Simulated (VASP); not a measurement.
# Ti (P6_3/mmc) in VASP: further runs

The runs below take Ti through single point, with r2SCAN.

Program: VASP 6.6.1. These are calculated values, not measurements. Logs are shortened: lines on timing, memory, paths and dates and some standing lists are left out, and cuts for length are marked.

### 1 The cell of the first run

The structure is hexagonal, space group P6_3/mmc (No. 194). The conventional cell has a = 2.813 Å, b = 2.813 Å, c = 4.445 Å, α = 90.00°, β = 90.00°, γ = 120.00°. Ti (site symmetry -6m2) has 12 Ti at 2.75 to 2.81 Å within 3.6 Å.

### 2 Single point, r2SCAN, collinear spin (15.23 Å³/atom)

POSCAR

```
Ti
1.0
    2.8129785042      0.0000000000      0.0000000000
   -1.4064892521      2.4361108450      0.0000000000
    0.0000000000      0.0000000000      4.4450898991
Ti
2
Direct
    0.3333333333      0.6666666667      0.2500000000
    0.6666666667      0.3333333333      0.7500000000
```

INCAR.step1

```
ALGO = Normal
EDIFF = 1E-4
ENCUT = 520
GGA = PE
ISMEAR = -1
ISPIN = 2
LASPH = T
LCHARG = F
LMAXMIX = 4
LREAL = F
LWAVE = T
MAGMOM = 1 1
NBANDS = 23
NELM = 150
PREC = Accurate
SIGMA = 0.05
```

INCAR.step2

```
ALGO = Normal
EDIFF = 1E-7
ENCUT = 520
ISIF = 2
ISMEAR = -1
ISPIN = 2
ISTART = 1
LASPH = T
LCHARG = F
LMAXMIX = 4
LMIXTAU = T
LORBIT = 11
LREAL = F
LWAVE = F
MAGMOM = 1 1
METAGGA = R2SCAN
NBANDS = 23
NELM = 150
PREC = Accurate
SIGMA = 0.05
```

KPOINTS

```
k-points
0
Gamma
  20 20 11
```

Potentials or basis: VASP PAW PBE potentials, release 64 (Ti_sv).

Started as:

```console
> cat potpaw_PBE.64/Ti_sv/POTCAR > POTCAR
> cp INCAR.step1 INCAR
> mpirun -np 1 vasp_std > vasp.out
> cp INCAR.step2 INCAR
> mpirun -np 1 vasp_std > vasp.out
```

OUTCAR:

```text
EDIFF = 1E-7
   ENCUT = 520
   ISIF = 2
   ISMEAR = -1
   ISPIN = 2
   ISTART = 1
   LASPH = T
   LORBIT = 11
   LREAL = F
   METAGGA = R2SCAN
   NELM = 150
   PREC = Accurate

 ion  position               nearest neighbor table
   1  0.333  0.667  0.250-   2 2.75   2 2.75   2 2.75   2 2.75   2 2.75   2 2.75
   2  0.667  0.333  0.750-   1 2.75   1 2.75   1 2.75   1 2.75   1 2.75   1 2.75

  LATTYP: Found a hexagonal cell.
 ALAT       =     2.8129785042
 C/A-ratio  =     1.5802075602

  Lattice vectors:

 A1 = (   2.8129785042,   0.0000000000,   0.0000000000)
 A2 = (  -1.4064892521,   2.4361108450,   0.0000000000)
 A3 = (   0.0000000000,   0.0000000000,   4.4450898991)

Analysis of symmetry for initial positions (statically):
=====================================================================
 Subroutine PRICEL returns:
 Original cell was already a primitive cell.

 Routine SETGRP: Setting up the symmetry group for a
 hexagonal supercell.

 Subroutine GETGRP returns: Found 24 space group operations
 (whereof 12 operations were pure point group operations)
 out of a pool of 24 trial point group operations.

The static configuration has the point symmetry D_3d.
 The point group associated with its full space group is D_6h.

Analysis of symmetry for dynamics (positions and initial velocities):
=====================================================================
 Subroutine PRICEL returns:
 Original cell was already a primitive cell.

 Routine SETGRP: Setting up the symmetry group for a
 hexagonal supercell.

 Subroutine GETGRP returns: Found 24 space group operations
 (whereof 12 operations were pure point group operations)
 out of a pool of 24 trial point group operations.

The dynamic configuration has the point symmetry D_3d.
 The point group associated with its full space group is D_6h.

Analysis of structural, dynamic, and magnetic symmetry:
=====================================================================
 Subroutine PRICEL returns:
 Original cell was already a primitive cell.

 Routine SETGRP: Setting up the symmetry group for a
 hexagonal supercell.

 Subroutine GETGRP returns: Found 24 space group operations
 (whereof 12 operations were pure point group operations)
 out of a pool of 24 trial point group operations.

The overall configuration has the point symmetry D_3d.
 The point group associated with its full space group is D_6h.

 Subroutine INISYM returns: Found 24 space group operations
[... 117 lines left out ...]
     AMIX_MAG =   1.60;   BMIX_MAG =  1.00
  volume/ion in A,a.u.               =      15.23       102.78
  Fermi-wavevector in a.u.,A,eV,Ry     =   1.512042  2.857345 31.106613  2.286272
  Thomas-Fermi vector in A             =   2.622019
   LORBIT       =     11    0 simple, 1 ext, 2 COOP (PROOUT), +10 PAW based schemes
   METAGGA = R2SCAN    functional components
   LHFCALC =     F    Hartree Fock is set to
   AEXX    =    0.0000 exact exchange contribution
   IVDW    =     0    specifies the selected vdW correction
   LEPSILON=     F    determine dielectric tensor
   LRPA    =     F    only Hartree local field effects (RPA)
 spin polarized calculation
  energy-cutoff  :      520.00
  volume of cell :       30.46
 maximum number of plane-waves:       833
 NGX is ok and might be reduce to    24
   NGX = 11   NGY = 11   NGZ = 17

 number of electron      23.9999997 magnetization      -0.0000001

 number of electron      23.9999997 magnetization       0.0000000

 Free energy of the ion-electron system (eV)
  ---------------------------------------------------
  ext. energy  EPLUGINS =         0.00000000
  ---------------------------------------------------
  free energy    TOTEN  =       -25.67431167 eV

  energy without entropy =      -25.66177180  energy(sigma->0) =      -25.66804174

 E-fermi :   9.8862     XC(G=0): -13.0873

 val. band max:        9.8844751236   @ k =   0.3000   0.3000   0.2727
 cond. band min:       9.8904027876   @ k =   0.1000   0.1000   0.2727
 fundamental gap:      0.0059276640
 Fermi energy:         9.8862387081

 spin component 1

 k-point     1 :       0.0000    0.0000    0.0000
  band No.  band energies     occupation
      1     -49.1325      1.00000
      2     -48.8889      1.00000
      3     -24.8829      1.00000
      4     -23.8880      1.00000
      5     -23.8880      1.00000
      6     -23.7640      1.00000
[... 613 lines left out ...]
     22      21.9197      0.00000
     23      23.9976      0.00000

 [... further k-points ...]

 spin component 2

 k-point     1 :       0.0000    0.0000    0.0000
  band No.  band energies     occupation
      1     -49.1325      1.00000
      2     -48.8889      1.00000
      3     -24.8829      1.00000
      4     -23.8880      1.00000
      5     -23.8880      1.00000
      6     -23.7640      1.00000
[... 613 lines left out ...]
     22      21.9197      0.00000
     23      23.9976      0.00000

 [... further k-points ...]

------------------------ aborting loop because EDIFF is reached ----------------------------------------

  FORCE on cell =-STRESS in cart. coord.  units (eV):
  Direction    XX          YY          ZZ          XY          YZ          ZX
  --------------------------------------------------------------------------------------
  -------------------------------------------------------------------------------------
  Total        3.6403628      3.6403628      3.6271973      0.0000000      0.0000000      0.0000000
  in kB      191.4746341    191.4746341    190.7821595      0.0000000      0.0000000      0.0000000
  external PRESSURE =     191.2438092 kB  Pullay stress =       0.0000000 kB

 VOLUME and BASIS-vectors are now :
 -----------------------------------------------------------------------------
  energy-cutoff  :      520.00
  volume of cell :       30.46
      direct lattice vectors                 reciprocal lattice vectors
     2.812978504  0.000000000  0.000000000     0.355495073  0.205245176  0.000000000
    -1.406489252  2.436110845  0.000000000     0.000000000  0.410490353  0.000000000
     0.000000000  0.000000000  4.445089899     0.000000000  0.000000000  0.224967329

 POSITION                                       TOTAL-FORCE (eV/Angst)
 -----------------------------------------------------------------------------------
     -0.00000      1.62407      1.11127        -0.000000     -0.000000      0.000000
      1.40649      0.81204      3.33382         0.000000      0.000000      0.000000
 -----------------------------------------------------------------------------------
    total drift:                               -0.000000      0.000000     -0.000000

  FREE ENERGIE OF THE ION-ELECTRON SYSTEM (eV)
  ---------------------------------------------------
  free  energy   TOTEN  =       -25.6743116662 eV

  energy  without entropy=      -25.6617718039  energy(sigma->0) =      -25.66804174

 total charge

# of ion       s       p       d       tot
------------------------------------------
    1        2.278   6.164   1.952  10.394
    2        2.278   6.164   1.952  10.394
--------------------------------------------------
tot          4.556  12.328   3.903  20.787

 magnetization (x)

# of ion       s       p       d       tot
------------------------------------------
    1        0.000  -0.000   0.000   0.000
    2        0.000  -0.000   0.000   0.000
--------------------------------------------------
tot          0.000  -0.000   0.000   0.000
```

OSZICAR.step1:

```text
N       E                     dE             d eps       ncg     rms          rms(c)
DAV:   1     0.276004305853E+03    0.27600E+03   -0.12238E+04 24543   0.134E+03
DAV:   2     0.135756697842E+02   -0.26243E+03   -0.25377E+03 24947   0.391E+02
DAV:   3    -0.157955615482E+02   -0.29371E+02   -0.28881E+02 45964   0.108E+02
DAV:   4    -0.167034055496E+02   -0.90784E+00   -0.90712E+00 26581   0.200E+01
DAV:   5    -0.167234533856E+02   -0.20048E-01   -0.20047E-01 31456   0.261E+00    0.153E+01
DAV:   6    -0.153823462482E+02    0.13411E+01   -0.37347E+00 27715   0.206E+01    0.439E+00
DAV:   7    -0.154161429925E+02   -0.33797E-01   -0.48934E-01 34319   0.521E+00    0.286E+00
DAV:   8    -0.154405291755E+02   -0.24386E-01   -0.37859E-02 27274   0.167E+00    0.164E+00
DAV:   9    -0.154566050901E+02   -0.16076E-01   -0.30784E-02 26743   0.138E+00    0.570E-01
DAV:  10    -0.154602872058E+02   -0.36821E-02   -0.83387E-03 32121   0.597E-01    0.924E-02
DAV:  11    -0.154604471423E+02   -0.15994E-03   -0.40649E-04 28606   0.154E-01    0.414E-02
DAV:  12    -0.154604344208E+02    0.12722E-04   -0.96963E-05 21201   0.758E-02
   1 F= -.15460434E+02 E0= -.15452887E+02  d E =-.150945E-01  mag=     0.0012
```

It took 9.4 min on 1 thread of Intel Xeon 6975P-C (Granite Rapids), shared host; peak memory 0.36 GiB.

Results:

| Quantity | Value |
| --- | --- |
| Free energy | -25.6743 eV |
| Pressure | 19.1 GPa |
| Band gap on the k mesh | zero (filled and empty bands overlap) |
| Net moment | 0.00 μB per cell |
| Valence electrons inside the program's atomic spheres | Ti 10.39 |

Caveat: the cell stands under pressure; the PAW data sets were made with another functional, which shifts forces and pressure a little.

(Continued in part 2 of 2.)
